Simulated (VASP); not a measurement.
SrTa2O2: single point with PBE

SrTa2O2:

```
CELL_PARAMETERS angstrom
5.00378 0.00000 0.00000
1.81055 5.77874 0.00000
0.41006 0.43300 7.89329
ATOMIC_POSITIONS crystal
Sr 0.00184 0.05783 0.01021
Sr 0.37472 0.50907 0.50446
Ta 0.47415 0.99491 0.31853
Ta 0.64878 0.87731 0.70964
Ta 0.62094 0.65164 0.00922
Ta 0.04514 0.08294 0.54039
O 0.65924 0.66404 0.31349
O 0.26659 0.06439 0.75864
O 0.82725 0.73951 0.15364
O 0.08136 0.35836 0.68178
```

```json
{
 "Program": "VASP 6.6.1",
 "Task": "single point",
 "Functional": "PBE",
 "Potentials or basis": "VASP PAW PBE potentials, release 64 (Sr_sv, Ta_pv, O)",
 "Cutoff": "600 eV",
 "k mesh": "4 × 4 × 2",
 "Occupations": "gaussian, width 0.1 eV",
 "Spin": "no spin polarisation"
}
```

| Quantity | Value |
| --- | --- |
| Pressure | 3.2 GPa |
| Largest force | 6.829 eV/Å |
| Band gap on the k mesh | zero (band 44 reaches 2.62 eV, above the bottom of band 45 at 2.53 eV) |

Forces in eV/Å, atoms in the order of the input:
```
Sr  -0.124  0.642  0.060
Sr  -0.354 -0.303  0.407
Ta   0.854 -1.230  1.093
Ta  -1.061  0.837 -0.985
Ta  -1.878 -0.788 -0.917
Ta   1.139  1.383  1.402
O   -3.127 -0.321  4.548
O    2.001 -4.446  0.842
O    5.412  1.352 -3.940
O   -2.862  2.874 -2.510
```

Stress tensor (GPa, compression positive):
```
 2.06  0.60 -3.26
 0.60  5.79 -3.06
-3.26 -3.06  1.88
```

Levels at points of the mesh, in eV from the Fermi level:
```tsv
k point	band 40	band 41	band 42	band 43	band 44	band 45	band 46	band 47	band 48	band 49
(0.00, 0.00, 0.00)	-1.04	-0.70	-0.59	-0.29	-0.17	0.00	0.40	0.73	1.16	1.26
(0.50, 0.00, 0.00)	-0.73	-0.57	-0.43	-0.36	-0.19	0.10	0.37	0.39	0.68	0.75
(0.00, 0.50, 0.00)	-1.12	-0.66	-0.58	-0.23	-0.12	0.07	0.40	0.59	0.74	1.22
(0.50, 0.50, 0.00)	-0.91	-0.60	-0.40	-0.24	-0.08	0.23	0.40	0.43	0.71	1.02
(0.00, 0.00, 0.50)	-1.07	-0.47	-0.32	-0.28	0.00	0.33	0.44	0.69	0.80	0.96
(0.50, 0.00, 0.50)	-0.96	-0.66	-0.56	-0.12	-0.10	0.03	0.26	0.54	0.82	0.86
(0.00, 0.50, 0.50)	-1.25	-0.72	-0.47	-0.10	0.07	0.09	0.45	0.53	0.60	0.99
(0.50, 0.50, 0.50)	-0.94	-0.60	-0.41	-0.26	-0.12	0.08	0.25	0.46	0.65	1.02
```

Wall time 9.6 min on 1 thread of Intel Xeon 6975P-C, with other jobs on the host, peak memory 0.51 GiB.

Caveat: the k points lie up to 0.40 Å⁻¹ apart; spin-orbit coupling is left out, which moves the levels of the heavy elements; forces of over 1 eV/Å act on the atoms, so gaps and moduli don't describe the material at rest.
